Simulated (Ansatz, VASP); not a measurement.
One calculation of Mg, two programs

```
Mg
1.0
     5.10263    0.00000    0.00000
    -2.55131    4.41900    0.00000
     0.00000    0.00000    3.09870
Mg
3
Direct
  0.00000 0.00000 0.00000
  0.33333 0.66667 0.50000
  0.66667 0.33333 0.50000
```

Alike in both runs: functional PBE; k mesh 7 × 7 × 10; occupations fermi-dirac, width 0.08 eV; no spin polarisation.

Ansatz relaxed the structure, and its values are those at the end. VASP's run is a single point on that final structure, the one shown.

|  | VASP | Ansatz |
| --- | --- | --- |
| version | VASP 6.6.1 | Ansatz 0.2.0 |
| potentials or method | VASP PAW PBE potentials, release 64 (Mg) | PAW with Ansatz's default frozen-core files, scalar-relativistic |
| plane-wave cutoff (eV) | 520 | 420 |
| valence electrons in the cell | 6 | 30 |

Ansatz gave:

```
pressure (GPa) : 0.0
```

**Question.** What did VASP give for the same quantities?

**Answer.** Pressure (GPa): -0.1.

VASP's potentials hold 6 valence electrons a cell and Ansatz's 30, so a difference there can come from the potentials and not from the codes.
